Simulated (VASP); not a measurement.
# Os (P6_3/mmc) in VASP: further runs

Runs on Os. Level: r2SCAN. Tasks: single point.

Everything below comes from runs of VASP 6.6.1. Logs are shortened: lines on timing, memory, paths and dates and some standing lists are left out, and cuts for length are marked.

## Step 1: The cell of the first run

It takes space group P6_3/mmc (No. 194, hexagonal). The conventional cell has a = 2.625 Å, b = 2.625 Å, c = 4.134 Å, α = 90.00°, β = 90.00°, γ = 120.00°. Os (site symmetry -6m2) has 12 Os at 2.56 to 2.63 Å within 3.4 Å.

## Step 2: Single point, r2SCAN (12.34 Å³/atom)

POSCAR

```
Os
1.0
    2.6251045494      0.0000000000      0.0000000000
   -1.3125522747      2.2734072274      0.0000000000
    0.0000000000      0.0000000000      4.1338625665
Os
2
Direct
    0.3333333333      0.6666666667      0.2500000000
    0.6666666667      0.3333333333      0.7500000000
```

INCAR.step1

```
SYSTEM = Os
PREC = Accurate
ENCUT = 520
ISMEAR = -1
SIGMA = 0.1
LREAL = .False.
LASPH = .True.
NELM = 100
NBANDS = 15
GGA = PE
ALGO = Normal
EDIFF = 1E-4
LWAVE = .True.
LCHARG = .False.
```

INCAR.step2

```
SYSTEM = Os
PREC = Accurate
ENCUT = 520
EDIFF = 1E-6
ISMEAR = -1
SIGMA = 0.1
LREAL = .False.
LASPH = .True.
NELM = 100
ALGO = Normal
ISIF = 2
LWAVE = .False.
LCHARG = .False.
METAGGA = R2SCAN
LMIXTAU = .True.
NBANDS = 15
ISTART = 1
```

KPOINTS

```
regular mesh
0
Gamma
  22 22 12
  0 0 0
```

Potentials or basis: VASP PAW PBE potentials, release 64 (Os).

Started as:

```bash
> cat potpaw_PBE.64/Os/POTCAR > POTCAR
> cp INCAR.step1 INCAR
> mpirun -np 1 vasp_std > vasp.out
> cp INCAR.step2 INCAR
> mpirun -np 1 vasp_std > vasp.out
```

OUTCAR:

```text
SYSTEM = Os
   PREC = Accurate
   ENCUT = 520
   EDIFF = 1E-6
   ISMEAR = -1
   LREAL = .False.
   LASPH = .True.
   NELM = 100
   ISIF = 2
   METAGGA = R2SCAN
   ISTART = 1

 ion  position               nearest neighbor table
   1  0.333  0.667  0.250-   2 2.56   2 2.56   2 2.56   2 2.56   2 2.56   2 2.56
   2  0.667  0.333  0.750-   1 2.56   1 2.56   1 2.56   1 2.56   1 2.56   1 2.56

  LATTYP: Found a hexagonal cell.
 ALAT       =     2.6251045494
 C/A-ratio  =     1.5747420679

  Lattice vectors:

 A1 = (   2.6251045494,   0.0000000000,   0.0000000000)
 A2 = (  -1.3125522747,   2.2734072274,   0.0000000000)
 A3 = (   0.0000000000,   0.0000000000,   4.1338625665)

Analysis of symmetry for initial positions (statically):
=====================================================================
 Subroutine PRICEL returns:
 Original cell was already a primitive cell.

 Routine SETGRP: Setting up the symmetry group for a
 hexagonal supercell.

 Subroutine GETGRP returns: Found 24 space group operations
 (whereof 12 operations were pure point group operations)
 out of a pool of 24 trial point group operations.

The static configuration has the point symmetry D_3d.
 The point group associated with its full space group is D_6h.

Analysis of symmetry for dynamics (positions and initial velocities):
=====================================================================
 Subroutine PRICEL returns:
 Original cell was already a primitive cell.

 Routine SETGRP: Setting up the symmetry group for a
 hexagonal supercell.

 Subroutine GETGRP returns: Found 24 space group operations
 (whereof 12 operations were pure point group operations)
 out of a pool of 24 trial point group operations.

The dynamic configuration has the point symmetry D_3d.
 The point group associated with its full space group is D_6h.

 Subroutine INISYM returns: Found 24 space group operations
 (whereof 12 operations are pure point group operations),
 and found     1 'primitive' translations

----------------------------------------------------------------------------------------

                                     Primitive cell

  volume of cell :      24.6706

  direct lattice vectors                    reciprocal lattice vectors
     2.625104549  0.000000000  0.000000000     0.380937209  0.219934200  0.000000000
    -1.312552275  2.273407227  0.000000000     0.000000000  0.439868400  0.000000000
     0.000000000  0.000000000  4.133862567     0.000000000  0.000000000  0.241904510

  length of vectors
[... 94 lines left out ...]
   NUPDOWN=      -1.0000    fix difference up-down
   EMIN   =  10.00;   EMAX   =-10.00  energy-range for DOS
   EFERMI =   0.00;   METHOD = LEGACY
   ISMEAR =    -1;   SIGMA  =   0.10  broadening in eV -4-tet -1-fermi 0-gaus
   EFERMI_NEDOS =   21; number of points for ismear=-14 and -15
   IALGO  =     38    algorithm
   IMIX   =      4    mixing-type and parameters
     AMIX     =   0.40;   BMIX     =  1.00
     AMIX_MAG =   1.60;   BMIX_MAG =  1.00
  volume/ion in A,a.u.               =      12.34        83.24
  Fermi-wavevector in a.u.,A,eV,Ry     =   1.417060  2.677855 27.321297  2.008059
  Thomas-Fermi vector in A             =   2.538329
   LORBIT       =      0    0 simple, 1 ext, 2 COOP (PROOUT), +10 PAW based schemes
   METAGGA = R2SCAN    functional components
   LHFCALC =     F    Hartree Fock is set to
   AEXX    =    0.0000 exact exchange contribution
   IVDW    =     0    specifies the selected vdW correction
   LEPSILON=     F    determine dielectric tensor
   LRPA    =     F    only Hartree local field effects (RPA)
 non-spin polarized calculation
  energy-cutoff  :      520.00
  volume of cell :       24.67
 maximum number of plane-waves:       693
 NGX is ok and might be reduce to    20
   NGX =  9   NGY =  9   NGZ = 15

 number of electron      16.0000000 magnetization

 Free energy of the ion-electron system (eV)
  ---------------------------------------------------
  ext. energy  EPLUGINS =         0.00000000
  ---------------------------------------------------
  free energy    TOTEN  =      -105.29354251 eV

  energy without entropy =     -105.26317674  energy(sigma->0) =     -105.27835963

 E-fermi :  11.3146     XC(G=0): -16.2323

 val. band max:       11.3139481048   @ k =   0.1364   0.0000   0.3333
 cond. band min:      11.3285573752   @ k =   0.1364   0.1364   0.2500
 fundamental gap:      0.0146092703
 Fermi energy:        11.3146495269

 k-point     1 :       0.0000    0.0000    0.0000
  band No.  band energies     occupation
      1      -1.3326      2.00000
      2       1.8236      2.00000
      3       7.4501      2.00000
      4       7.4501      2.00000
      5       7.8406      2.00000
      6       8.5329      2.00000
      7       8.5329      2.00000
      8       9.2991      2.00000
      9       9.2991      2.00000
     10      11.4374      0.45337
     11      13.3934      0.00000
     12      13.3934      0.00000
     13      22.5467      0.00000
     14      25.9211      0.00000
[... 401 lines left out ...]
      2       3.2103      2.00000
      3       5.6629      2.00000
      4       6.7240      2.00000
      5       7.6987      2.00000
      6       7.8938      2.00000
      7       9.2337      2.00000
      8       9.2987      2.00000
      9       9.4662      2.00000
     10      10.3331      1.99989
     11      14.0223      0.00000
     12      18.8448      0.00000
     13      22.3141      0.00000
     14      28.9965      0.00000
     15      30.3411      0.00000

 [... further k-points ...]

------------------------ aborting loop because EDIFF is reached ----------------------------------------

  FORCE on cell =-STRESS in cart. coord.  units (eV):
  Direction    XX          YY          ZZ          XY          YZ          ZX
  --------------------------------------------------------------------------------------
  -------------------------------------------------------------------------------------
  Total       11.6034030     11.6034030     12.6517008     -0.0000000      0.0000000      0.0000000
  in kB      753.5569554    753.5569554    821.6363048     -0.0000000      0.0000000      0.0000000
  external PRESSURE =     776.2500719 kB  Pullay stress =       0.0000000 kB

 VOLUME and BASIS-vectors are now :
 -----------------------------------------------------------------------------
  energy-cutoff  :      520.00
  volume of cell :       24.67
      direct lattice vectors                 reciprocal lattice vectors
     2.625104549  0.000000000  0.000000000     0.380937209  0.219934200  0.000000000
    -1.312552275  2.273407227  0.000000000     0.000000000  0.439868400  0.000000000
     0.000000000  0.000000000  4.133862567     0.000000000  0.000000000  0.241904510

 POSITION                                       TOTAL-FORCE (eV/Angst)
 -----------------------------------------------------------------------------------
     -0.00000      1.51560      1.03347         0.000000     -0.000000      0.000000
      1.31255      0.75780      3.10040        -0.000000      0.000000      0.000000
 -----------------------------------------------------------------------------------
    total drift:                               -0.000000      0.000000     -0.000000

  FREE ENERGIE OF THE ION-ELECTRON SYSTEM (eV)
  ---------------------------------------------------
  free  energy   TOTEN  =      -105.2935425065 eV

  energy  without entropy=     -105.2631767446  energy(sigma->0) =     -105.27835963
```

Run time: 4.8 min. Hardware: 1 thread of Intel Xeon Platinum 8488C (Sapphire Rapids), shared host; peak memory 0.24 GiB.

Results:

```
Free energy            : -105.2935 eV
Pressure               : 77.6 GPa
Band gap on the k mesh : zero (bands 8 and 9 overlap by 4.97 eV)
```

Levels at points of the mesh, in eV from the Fermi level:
```tsv
k point	band 4	band 5	band 6	band 7	band 8	band 9	band 10	band 11	band 12	band 13
(0.00, 0.00, 0.00)	-3.86	-3.47	-2.78	-2.78	-2.02	-2.02	0.12	2.08	2.08	11.23
(0.50, 0.00, 0.00)	-4.51	-3.40	-3.14	-2.27	2.57	3.30	3.49	5.53	7.04	11.09
(0.00, 0.00, 0.50)	-4.35	-4.11	-4.11	-4.11	-4.11	1.14	1.14	1.14	1.14	14.34
(0.50, 0.00, 0.50)	-6.68	-1.56	-1.56	-0.16	-0.16	3.00	3.00	4.08	4.08	11.22
```

Caveat: the cell stands under pressure; the PAW data sets were made with another functional, which shifts forces and pressure a little; spin-orbit coupling is left out, which moves the levels of the heavy elements.

## Step 3: Single point, r2SCAN (12.90 Å³/atom)

This run uses another cell than the first one, of 12.90 Å³/atom.

POSCAR

```
Os
1.0
    2.6642909916      0.0000000000      0.0000000000
   -1.3321454958      2.3073436818      0.0000000000
    0.0000000000      0.0000000000      4.1955711055
Os
2
Direct
    0.3333333333      0.6666666667      0.2500000000
    0.6666666667      0.3333333333      0.7500000000
```

INCAR.step1

```
  PREC = Accurate
  ENCUT = 520
  ISMEAR = -1
  SIGMA = 0.1
  LREAL = F
  LASPH = T
  NELM = 60
  NBANDS = 15
  GGA = PE
  ALGO = Normal
  EDIFF = 1E-4
  LWAVE = T
  LCHARG = F
```

INCAR.step2

```
  PREC = Accurate
  ENCUT = 520
  EDIFF = 1E-6
  ISMEAR = -1
  SIGMA = 0.1
  LREAL = F
  LASPH = T
  NELM = 60
  ALGO = Normal
  ISIF = 2
  LWAVE = F
  LCHARG = T
  METAGGA = R2SCAN
  LMIXTAU = T
  LELF = T
  LVHAR = T
  NBANDS = 15
  ISTART = 1
```

KPOINTS

```
regular mesh
0
Gamma
  22 22 12
```

Potentials or basis: VASP PAW PBE potentials, release 64 (Os).

Started as:

```bash
> cat potpaw_PBE.64/Os/POTCAR > POTCAR
> cp INCAR.step1 INCAR
> mpirun -np 1 vasp_std > vasp.out
> cp INCAR.step2 INCAR
> mpirun -np 1 vasp_std > vasp.out
```

Wall time 5 min (1 thread of Intel Xeon Platinum 8488C (Sapphire Rapids), shared host); peak memory 0.24 GiB.

It converged, with:

- Free energy: -105.7223 eV
- Pressure: 46.0 GPa
- Band gap on the k mesh: zero (bands 8 and 9 overlap by 4.64 eV)

Stress tensor (GPa, compression positive):
```
44.48  0.00  0.00
 0.00 44.48  0.00
 0.00  0.00 48.89
```

Levels at points of the mesh, in eV from the Fermi level:
| k point | band 5 | band 6 | band 7 | band 8 | band 9 | band 10 | band 11 | band 12 |
| --- | --- | --- | --- | --- | --- | --- | --- | --- |
| (0.00, 0.00, 0.00) | -3.25 | -2.61 | -2.61 | -1.89 | -1.89 | 0.07 | 1.95 | 1.95 |
| (0.50, 0.00, 0.00) | -3.29 | -2.98 | -2.16 | 2.38 | 3.06 | 3.23 | 5.17 | 6.63 |
| (0.00, 0.00, 0.50) | -3.85 | -3.85 | -3.85 | -3.85 | 1.06 | 1.06 | 1.06 | 1.06 |
| (0.50, 0.00, 0.50) | -1.46 | -1.46 | -0.19 | -0.19 | 2.79 | 2.79 | 3.83 | 3.83 |

Caveat: the cell stands under pressure; the PAW data sets were made with another functional, which shifts forces and pressure a little; spin-orbit coupling is left out, which moves the levels of the heavy elements.

## Step 4: Single point, r2SCAN (13.46 Å³/atom)

This run uses another cell than the first one, of 13.46 Å³/atom.

POSCAR

```
Os
1.0
    2.7023574344      0.0000000000      0.0000000000
   -1.3511787172      2.3403101883      0.0000000000
    0.0000000000      0.0000000000      4.2555159344
Os
2
Direct
    0.3333333333      0.6666666667      0.2500000000
    0.6666666667      0.3333333333      0.7500000000
```

INCAR.step1

```
SYSTEM = Os
PREC = Accurate
ENCUT = 520
ISMEAR = -1
SIGMA = 0.1
LREAL = .FALSE.
LASPH = .TRUE.
NELM = 60
NBANDS = 15
GGA = PE
ALGO = Normal
EDIFF = 1E-4
LWAVE = .TRUE.
LCHARG = .FALSE.
```

INCAR.step2

```
SYSTEM = Os
PREC = Accurate
ENCUT = 520
EDIFF = 1E-6
ISMEAR = -1
SIGMA = 0.1
LREAL = .FALSE.
LASPH = .TRUE.
NELM = 60
ALGO = Normal
ISIF = 2
LWAVE = .FALSE.
LCHARG = .TRUE.
METAGGA = R2SCAN
LMIXTAU = .TRUE.
LELF = .TRUE.
LVHAR = .TRUE.
NBANDS = 15
ISTART = 1
```

KPOINTS

```
regular mesh
0
G
  22 22 12
  0 0 0
```

Started as:

```bash
> cat potpaw_PBE.64/Os/POTCAR > POTCAR
> cp INCAR.step1 INCAR
> mpirun -np 1 vasp_std > vasp.out
> cp INCAR.step2 INCAR
> mpirun -np 1 vasp_std > vasp.out
```

Wall time 6.4 min (1 thread of Intel Xeon Platinum 8488C (Sapphire Rapids), shared host); peak memory 0.24 GiB.

Results (log left out):

| Quantity | Value |
| --- | --- |
| Free energy | -105.9535 eV |
| Pressure | 20.9 GPa |
| Band gap on the k mesh | zero (bands 8 and 9 overlap by 4.34 eV) |

Stress tensor (GPa, compression positive):
```
20.05  0.00  0.00
 0.00 20.05  0.00
 0.00  0.00 22.53
```

Levels at points of the mesh, in eV from the Fermi level:
```csv
k point,band 6,band 7,band 8,band 9,band 10,band 11
"(0.00, 0.00, 0.00)",-2.45,-2.45,-1.78,-1.78,0.04,1.84
"(0.50, 0.00, 0.00)",-2.83,-2.05,2.21,2.84,3.00,4.84
"(0.00, 0.00, 0.50)",-3.61,-3.61,-3.61,0.98,0.98,0.98
"(0.50, 0.00, 0.50)",-1.37,-0.20,-0.20,2.59,2.59,3.61
```

Caveat: the cell stands under pressure; the PAW data sets were made with another functional, which shifts forces and pressure a little; spin-orbit coupling is left out, which moves the levels of the heavy elements.

## Step 5: Single point, r2SCAN

This run uses another cell than the first one, of 14.02 Å³/atom.

POSCAR

```
Os
1.0
    2.7393806301      0.0000000000      0.0000000000
   -1.3696903150      2.3723732163      0.0000000000
    0.0000000000      0.0000000000      4.3138179181
Os
2
Direct
    0.3333333333      0.6666666667      0.2500000000
    0.6666666667      0.3333333333      0.7500000000
```

INCAR.step1

```
ALGO = Normal
EDIFF = 1E-4
ENCUT = 520
GGA = PE
ISMEAR = -1
LASPH = T
LCHARG = F
LREAL = F
LWAVE = T
NBANDS = 15
NELM = 60
PREC = Accurate
SIGMA = 0.1
```

INCAR.step2

```
ALGO = Normal
EDIFF = 1E-6
ENCUT = 520
ISIF = 2
ISMEAR = -1
ISTART = 1
LASPH = T
LCHARG = F
LMIXTAU = T
LREAL = F
LWAVE = F
METAGGA = R2SCAN
NBANDS = 15
NELM = 60
PREC = Accurate
SIGMA = 0.1
```

KPOINTS

```
k-points
0
Gamma
  22 22 12
```

Started as:

```bash
> cat potpaw_PBE.64/Os/POTCAR > POTCAR
> cp INCAR.step1 INCAR
> mpirun -np 1 vasp_std > vasp.out
> cp INCAR.step2 INCAR
> mpirun -np 1 vasp_std > vasp.out
```

Run time: 5.4 min. Hardware: 1 thread of Intel Xeon Platinum 8488C (Sapphire Rapids), shared host; peak memory 0.24 GiB.

The run converged. Its results:

```
Free energy            : -106.0281 eV
Pressure               : 1.0 GPa
Band gap on the k mesh : zero (bands 8 and 9 overlap by 4.07 eV)
```

Stress tensor (GPa, compression positive):
```
0.71 0.00 0.00
0.00 0.71 0.00
0.00 0.00 1.63
```

Levels at points of the mesh, in eV from the Fermi level:
```
           k point  band 5  band 6  band 7  band 8  band 9  band 10  band 11  band 12
(0.00, 0.00, 0.00)   -2.87   -2.31   -2.31   -1.68   -1.68     0.03     1.73     1.73
(0.50, 0.00, 0.00)   -3.07   -2.69   -1.94    2.06    2.65     2.80     4.55     5.93
(0.00, 0.00, 0.50)   -3.40   -3.40   -3.40   -3.40    0.90     0.90     0.90     0.90
(0.50, 0.00, 0.50)   -1.29   -1.29   -0.20   -0.20    2.42     2.42     3.40     3.40
```

Caveat: the PAW data sets were made with another functional, which shifts forces and pressure a little; spin-orbit coupling is left out, which moves the levels of the heavy elements.

## Step 6: Single point, r2SCAN (14.58 Å³/atom)

This run uses another cell than the first one, of 14.58 Å³/atom.

POSCAR

```
Os
1.0
    2.7754292460      0.0000000000      0.0000000000
   -1.3877146230      2.4035922335      0.0000000000
    0.0000000000      0.0000000000      4.3705851901
Os
2
Direct
    0.3333333333      0.6666666667      0.2500000000
    0.6666666667      0.3333333333      0.7500000000
```

INCAR.step1

```
SYSTEM = Os
  PREC = Accurate
  ENCUT = 520
  ISMEAR = -1
  SIGMA = 0.1
  LREAL = .FALSE.
  LASPH = .TRUE.
  NELM = 100
  NBANDS = 15
  GGA = PE
  ALGO = Normal
  EDIFF = 1E-4
  LWAVE = .TRUE.
  LCHARG = .FALSE.
```

INCAR.step2

```
SYSTEM = Os
  PREC = Accurate
  ENCUT = 520
  EDIFF = 1E-6
  ISMEAR = -1
  SIGMA = 0.1
  LREAL = .FALSE.
  LASPH = .TRUE.
  NELM = 100
  ALGO = Normal
  ISIF = 2
  LWAVE = .FALSE.
  LCHARG = .FALSE.
  METAGGA = R2SCAN
  LMIXTAU = .TRUE.
  NBANDS = 15
  ISTART = 1
```

KPOINTS

```
Automatic mesh
0
G
  22 22 12
  0 0 0
```

Potentials or basis: VASP PAW PBE potentials, release 64 (Os).

Started as:

```bash
> cat potpaw_PBE.64/Os/POTCAR > POTCAR
> cp INCAR.step1 INCAR
> mpirun -np 1 vasp_std > vasp.out
> cp INCAR.step2 INCAR
> mpirun -np 1 vasp_std > vasp.out
```

Run time: 6.3 min. Hardware: 1 thread of Intel Xeon Platinum 8488C (Sapphire Rapids), shared host; peak memory 0.27 GiB.

Results (log left out):

| Item | Value |
| --- | --- |
| Free energy | -105.9788 eV |
| Pressure | -14.7 GPa |
| Band gap on the k mesh | zero (bands 8 and 9 overlap by 3.82 eV) |

Stress tensor (GPa, compression positive):
```
-14.58   0.00   0.00
  0.00 -14.58   0.00
  0.00   0.00 -14.90
```

Levels at points of the mesh, in eV from the Fermi level:
```csv
k point,band 5,band 6,band 7,band 8,band 9,band 10,band 11,band 12
"(0.00, 0.00, 0.00)",-2.71,-2.18,-2.18,-1.59,-1.59,0.04,1.63,1.63
"(0.50, 0.00, 0.00)",-2.96,-2.56,-1.85,1.92,2.47,2.61,4.29,5.62
"(0.00, 0.00, 0.50)",-3.21,-3.21,-3.21,-3.21,0.84,0.84,0.84,0.84
"(0.50, 0.00, 0.50)",-1.22,-1.22,-0.19,-0.19,2.26,2.26,3.22,3.22
```

Caveat: the cell stands under tension; the PAW data sets were made with another functional, which shifts forces and pressure a little; spin-orbit coupling is left out, which moves the levels of the heavy elements.

## Step 7: The runs side by side

| cell | gap on the mesh (eV) | pressure (GPa) |
| --- | --- | --- |
| a = 2.625, b = 2.625, c = 4.134 Å, angles 90.0, 90.0, 120.0°, 2 atoms | none | 77.6 |
| a = 2.664, b = 2.664, c = 4.196 Å, angles 90.0, 90.0, 120.0°, 2 atoms | none | 46.0 |
| a = 2.702, b = 2.702, c = 4.256 Å, angles 90.0, 90.0, 120.0°, 2 atoms | none | 20.9 |
| a = 2.739, b = 2.739, c = 4.314 Å, angles 90.0, 90.0, 120.0°, 2 atoms | none | 1.0 |
| a = 2.775, b = 2.775, c = 4.371 Å, angles 90.0, 90.0, 120.0°, 2 atoms | none | -14.7 |

Alike in all rows: task single point; level r2SCAN; potentials or basis VASP PAW PBE potentials, release 64 (Os); no spin polarisation; k mesh 22 × 22 × 12; cutoff (eV) 520; smearing fermi-dirac 0.1 eV.

Caveats: the PAW data sets were made with another functional, which shifts forces and pressure a little; spin-orbit coupling is left out, which moves the levels of the heavy elements; the cell stands under pressure (at least some runs); the cell stands under tension (at least some runs).

Total energies depend on the potentials used, so only differences within one code and one set of settings carry meaning.
